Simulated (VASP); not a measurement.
# Pd (Fm-3m) in VASP: single point with r2SCAN

Aim: the single point of Pd with r2SCAN.

Everything below comes from runs of VASP 6.6.1. Logs are shortened: lines on timing, memory, paths and dates and some standing lists are left out, and cuts for length are marked.

### Step 1. The cell of the first run

It takes space group Fm-3m (No. 225, cubic). Conventional cell: a = 3.909 Å, b = 3.909 Å, c = 3.909 Å, α = 90.00°, β = 90.00°, γ = 90.00°. Pd (site symmetry m-3m) has 12 Pd at 2.76 Å within 3.6 Å.

### Step 2. Single point, r2SCAN

POSCAR reads:

```
Pd
1.0
    0.0000000000      1.9546880000      1.9546880000
    1.9546880000      0.0000000000      1.9546880000
    1.9546880000      1.9546880000      0.0000000000
Pd
1
Direct
    0.0000000000      0.0000000000      0.0000000000
```

INCAR.step1 reads:

```
SYSTEM = Pd
ALGO     = Normal         ! electronic algorithm
EDIFF    = 1E-5           ! SCF threshold, eV
ENCUT    = 550            ! plane-wave cutoff, eV
GGA      = PE             ! functional
GGA_COMPAT= .False.      
ISMEAR   = -5             ! smearing method
LASPH    = .True.         ! aspherical terms in the spheres
LCHARG   = .False.        ! write CHGCAR
LREAL    = .False.        ! projectors in reciprocal space
LWAVE    = .True.         ! write WAVECAR
NBANDS   = 11             ! bands
NELM     = 120            ! most SCF steps
PREC     = Accurate       ! precision mode
SIGMA    = 0.1            ! smearing width, eV
```

INCAR.step2 reads:

```
SYSTEM = Pd
ALGO     = Normal         ! electronic algorithm
EDIFF    = 1E-6           ! SCF threshold, eV
ENCUT    = 550            ! plane-wave cutoff, eV
GGA_COMPAT= .False.      
ISIF     = 2              ! what is computed and relaxed
ISMEAR   = -5             ! smearing method
ISTART   = 1            
LASPH    = .True.         ! aspherical terms in the spheres
LCHARG   = .True.         ! write CHGCAR
LELF     = .True.         ! ELF
LMIXTAU  = .True.       
LREAL    = .False.        ! projectors in reciprocal space
LVHAR    = .True.       
LWAVE    = .False.        ! write WAVECAR
METAGGA  = R2SCAN         ! meta-GGA
NBANDS   = 11             ! bands
NELM     = 120            ! most SCF steps
PREC     = Accurate       ! precision mode
SIGMA    = 0.1            ! smearing width, eV
```

KPOINTS reads:

```
k-points
0
Gamma
  11 11 11
  0 0 0
```

Potentials or basis: VASP PAW PBE potentials, release 64 (Pd).

On the command line:

```bash
> cat potpaw_PBE.64/Pd/POTCAR > POTCAR
> cp INCAR.step1 INCAR
> mpirun -np 1 vasp_std > vasp.out
> cp INCAR.step2 INCAR
> mpirun -np 1 vasp_std > vasp.out
```

OUTCAR:

```text
SYSTEM = Pd
   EDIFF = 1E-6
   ENCUT = 550
   ISIF = 2
   ISMEAR = -5
   ISTART = 1
   LASPH = .True.
   LREAL = .False.
   METAGGA = R2SCAN
   NELM = 120
   PREC = Accurate

 ion  position               nearest neighbor table
   1  0.000  0.000  0.000-

  LATTYP: Found a face centered cubic cell.
 ALAT       =     3.9093760000

  Lattice vectors:

 A1 = (   0.0000000000,   1.9546880000,   1.9546880000)
 A2 = (   1.9546880000,   0.0000000000,   1.9546880000)
 A3 = (   1.9546880000,   1.9546880000,   0.0000000000)

Analysis of symmetry for initial positions (statically):
=====================================================================
 Subroutine PRICEL returns:
 Original cell was already a primitive cell.

 Routine SETGRP: Setting up the symmetry group for a
 face centered cubic supercell.

 Subroutine GETGRP returns: Found 48 space group operations
 (whereof 48 operations were pure point group operations)
 out of a pool of 48 trial point group operations.

The static configuration has the point symmetry O_h .

Analysis of symmetry for dynamics (positions and initial velocities):
=====================================================================
 Subroutine PRICEL returns:
 Original cell was already a primitive cell.

 Routine SETGRP: Setting up the symmetry group for a
 face centered cubic supercell.

 Subroutine GETGRP returns: Found 48 space group operations
 (whereof 48 operations were pure point group operations)
 out of a pool of 48 trial point group operations.

The dynamic configuration has the point symmetry O_h .

 Subroutine INISYM returns: Found 48 space group operations
 (whereof 48 operations are pure point group operations),
 and found     1 'primitive' translations

----------------------------------------------------------------------------------------

                                     Primitive cell

  volume of cell :      14.9370

  direct lattice vectors                    reciprocal lattice vectors
     0.000000000  1.954688000  1.954688000    -0.255795298  0.255795298  0.255795298
     1.954688000  0.000000000  1.954688000     0.255795298 -0.255795298  0.255795298
     1.954688000  1.954688000  0.000000000     0.255795298  0.255795298 -0.255795298

  length of vectors
     2.764346280  2.764346280  2.764346280     0.443050453  0.443050453  0.443050453

  position of ions in fractional coordinates (direct lattice)
     0.000000000  0.000000000  0.000000000

  ion indices of the primitive-cell ions
   primitive index   ion index
                 1           1

----------------------------------------------------------------------------------------

 KPOINTS: k-points

Automatic generation of k-mesh.
 Grid dimensions read from file:
 generate k-points for:   11   11   11

 Generating k-lattice:

  Cartesian coordinates                     Fractional coordinates (reciprocal lattice)
    -0.023254118  0.023254118  0.023254118     0.090909091  0.000000000  0.000000000
     0.023254118 -0.023254118  0.023254118     0.000000000  0.090909091  0.000000000
     0.023254118  0.023254118 -0.023254118     0.000000000  0.000000000  0.090909091

  Length of vectors
     0.040277314  0.040277314  0.040277314

  Shift w.r.t. Gamma in fractional coordinates (k-lattice)
     0.000000000  0.000000000  0.000000000

 TETIRR: Found    201 inequivalent tetrahedra from     7986

 Subroutine IBZKPT returns following result:
 ===========================================

 Found     56 irreducible k-points:

 Following reciprocal coordinates:
            Coordinates               Weight
  0.000000  0.000000  0.000000      1.000000
  0.090909  0.000000  0.000000      8.000000
  0.181818  0.000000  0.000000      8.000000
  0.272727  0.000000  0.000000      8.000000
  0.363636  0.000000  0.000000      8.000000
  0.454545  0.000000  0.000000      8.000000
[... 16 lines left out ...]
 -0.272727  0.181818  0.000000     24.000000
 -0.181818  0.181818  0.000000     12.000000
 [... further k-points ...]
   k-points           NKPTS =     56   k-points in BZ     NKDIM =     56   number of bands    NBANDS=     11
   number of dos      NEDOS =    301   number of ions     NIONS =      1
   total plane-waves  NPLWV =  13824
   dimension x,y,z NGX =    24 NGY =   24 NGZ =   24
   dimension x,y,z NGXF=    48 NGYF=   48 NGZF=   48
   ions per type =               1
   NGX,Y,Z   is equivalent  to a cutoff of  14.43, 14.43, 14.43 a.u.
   NGXF,Y,Z  is equivalent  to a cutoff of  28.87, 28.87, 28.87 a.u.
 SYSTEM =  Pd
   PREC   = accura    normal or accurate (medium, high low for compatibility)
   ISTART =      1    job   : 0-new  1-cont  2-samecut
   ICHARG =      0    charge: 1-file 2-atom 10-const
   ISPIN  =      1    spin polarized calculation?
   LNONCOLLINEAR =      F non collinear calculations
   LSORBIT =      F    spin-orbit coupling
   LASPH  =      T    aspherical Exc in radial PAW
   ENCUT  =  550.0 eV  40.42 Ry    6.36 a.u.   5.29  5.29  5.29*2*pi/ulx,y,z
   NELM   =    120;   NELMIN=  2; NELMDL=  0     # of ELM steps
   EDIFF  = 0.1E-05   stopping-criterion for ELM
   LREAL  =      F    real-space projection
   EDIFFG = 0.1E-04   stopping-criterion for IOM
   NSW    =      0    number of steps for IOM
   IBRION =     -1    ionic relax: 0-MD 1-quasi-New 2-CG
   NFREE  =      0    steps in history (QN), initial steepest desc. (CG)
   ISIF   =      2    stress and relaxation
   ISYM   =      2    0-nonsym 1-usesym 2-fastsym
   POTIM  = 0.5000    time-step for ionic-motion
   TEBEG  =    0.0;   TEEND  =   0.0 temperature during run
   PSTRESS=    0.0 pullay stress
   NELECT =      10.0000    total number of electrons
   NUPDOWN=      -1.0000    fix difference up-down
   EMIN   =  10.00;   EMAX   =-10.00  energy-range for DOS
   EFERMI =   0.00;   METHOD = LEGACY
   ISMEAR =    -5;   SIGMA  =   0.10  broadening in eV -4-tet -1-fermi 0-gaus
   EFERMI_NEDOS =   21; number of points for ismear=-14 and -15
   IALGO  =     38    algorithm
   IMIX   =      4    mixing-type and parameters
     AMIX     =   0.40;   BMIX     =  1.00
     AMIX_MAG =   1.60;   BMIX_MAG =  1.00
  volume/ion in A,a.u.               =      14.94       100.80
  Fermi-wavevector in a.u.,A,eV,Ry     =   1.432146  2.706364 27.906135  2.051043
  Thomas-Fermi vector in A             =   2.551806
   LORBIT       =      0    0 simple, 1 ext, 2 COOP (PROOUT), +10 PAW based schemes
   METAGGA = R2SCAN    functional components
   LHFCALC =     F    Hartree Fock is set to
   AEXX    =    0.0000 exact exchange contribution
   IVDW    =     0    specifies the selected vdW correction
   LEPSILON=     F    determine dielectric tensor
   LRPA    =     F    only Hartree local field effects (RPA)
 non-spin polarized calculation
 Fermi weights with tetrahedron method with Bloechl corrections
  energy-cutoff  :      550.00
  volume of cell :       14.94
 maximum number of plane-waves:       448
 NGX is ok and might be reduce to    24
   NGX = 11   NGY = 11   NGZ = 11

 number of electron       9.9999998 magnetization

 Free energy of the ion-electron system (eV)
  ---------------------------------------------------
  ext. energy  EPLUGINS =         0.00000000
  ---------------------------------------------------
  free energy    TOTEN  =       -22.94052984 eV

  energy without entropy =      -22.94052984  energy(sigma->0) =      -22.94052984

 E-fermi :   9.3917     XC(G=0): -14.0299

 val. band max:        9.6265356159   @ k =   0.4545   0.4545   0.0000
 cond. band min:       9.3343144011   @ k =   0.3636   0.0909   0.0000
 fundamental gap:     -0.2922212148
 Fermi energy:         9.3916755210

 k-point     1 :       0.0000    0.0000    0.0000
  band No.  band energies     occupation
      1       2.3154      2.00000
      2       6.5574      2.00000
      3       6.5574      2.00000
      4       6.5574      2.00000
      5       8.1360      2.00000
      6       8.1360      2.00000
      7      27.4151      0.00000
      8      31.9663      0.00000
      9      32.3266      0.00000
     10      32.3266      0.00000
     11      32.3266      0.00000

 k-point     2 :       0.0909    0.0000    0.0000
  band No.  band energies     occupation
      1       2.6192      2.00000
      2       6.4572      2.00000
      3       6.6583      2.00000
      4       6.6583      2.00000
      5       8.0921      2.00000
      6       8.0921      2.00000
      7      27.6941      0.00000
      8      30.5490      0.00000
      9      31.9889      0.00000
     10      32.6579      0.00000
     11      32.6579      0.00000

 k-point     3 :       0.1818    0.0000    0.0000
  band No.  band energies     occupation
      1       3.4117      2.00000
      2       6.3254      2.00000
      3       6.8367      2.00000
      4       6.8367      2.00000
      5       8.0943      2.00000
      6       8.0943      2.00000
      7      26.9573      0.00000
      8      28.7134      0.00000
      9      31.9819      0.00000
     10      33.4736      0.00000
     11      33.4736      0.00000

 k-point     4 :       0.2727    0.0000    0.0000
  band No.  band energies     occupation
      1       4.1206      2.00000
      2       6.8107      2.00000
      3       6.8107      2.00000
      4       6.8204      2.00000
      5       8.4218      2.00000
      6       8.4218      2.00196
      7      23.6688      0.00000
      8      28.3223      0.00000
      9      31.9760      0.00000
     10      33.8466      0.00000
     11      33.8466      0.00000
[... 239 lines left out ...]
 k-point    22 :      -0.3636    0.1818    0.0000
  band No.  band energies     occupation
      1       4.8855      2.00000
      2       6.0804      2.00000
      3       7.1256      2.00000
      4       7.2154      2.00000
      5       8.8368      2.00000
      6      12.7193      0.00000
      7      18.6891      0.00000
      8      25.2680      0.00000
      9      29.2073      0.00000
     10      30.8509      0.00000
     11      32.0064      0.00000

 k-point    23 :      -0.2727    0.1818    0.0000
  band No.  band energies     occupation
      1       5.0954      2.00000
      2       6.1974      2.00000
      3       6.6123      2.00000
      4       7.2422      2.00000
      5       8.1438      2.00000
      6      10.9723      0.00000
      7      22.0144      0.00000
      8      25.2576      0.00000
      9      29.9581      0.00000
     10      32.0106      0.00000
     11      33.2179      0.00000

 k-point    24 :      -0.1818    0.1818    0.0000
  band No.  band energies     occupation
      1       4.8157      2.00000
      2       5.8699      2.00000
      3       6.7570      2.00000
      4       7.4798      2.00000
      5       7.4831      2.00000
      6       9.6024      0.45260
      7      25.1504      0.00000
      8      26.0075      0.00000
      9      31.4548      0.00000
     10      32.0689      0.00000
     11      32.9433      0.00000

 [... further k-points ...]
[... 5 lines left out ...]
  --------------------------------------------------------------------------------------
  -------------------------------------------------------------------------------------
  Total        0.0627604      0.0627604      0.0627604     -0.0000000      0.0000000     -0.0000000
  in kB        6.7318387      6.7318387      6.7318387     -0.0000000      0.0000000     -0.0000000
  external PRESSURE =       6.7318387 kB  Pullay stress =       0.0000000 kB

 VOLUME and BASIS-vectors are now :
 -----------------------------------------------------------------------------
  energy-cutoff  :      550.00
  volume of cell :       14.94
      direct lattice vectors                 reciprocal lattice vectors
     0.000000000  1.954688000  1.954688000    -0.255795298  0.255795298  0.255795298
     1.954688000  0.000000000  1.954688000     0.255795298 -0.255795298  0.255795298
     1.954688000  1.954688000  0.000000000     0.255795298  0.255795298 -0.255795298

 POSITION                                       TOTAL-FORCE (eV/Angst)
 -----------------------------------------------------------------------------------
      0.00000      0.00000      0.00000        -0.000000     -0.000000     -0.000000
 -----------------------------------------------------------------------------------
    total drift:                               -0.000000      0.000000     -0.000000

  FREE ENERGIE OF THE ION-ELECTRON SYSTEM (eV)
  ---------------------------------------------------
  free  energy   TOTEN  =       -22.9405298419 eV

  energy  without entropy=      -22.9405298419  energy(sigma->0) =      -22.94052984
```

Run time: 68 s. Hardware: 1 thread of Intel Xeon 8259CL, shared host; peak memory 0.15 GiB.

What came out:

- Free energy: -22.9405 eV
- Pressure: 0.7 GPa
- Band gap on the k mesh: zero (band 5 reaches 9.66 eV, above the bottom of band 6 at 8.09 eV)

Levels at points of the mesh, in eV from the Fermi level:
```csv
k point,band 3,band 4,band 5,band 6,band 7,band 8
"(0.00, 0.00, 0.00)",-2.83,-2.83,-1.26,-1.26,18.02,22.57
```

Caveat: the PAW data sets were made with another functional, which shifts forces and pressure a little; tetrahedron occupations give inexact forces and stress in metals.
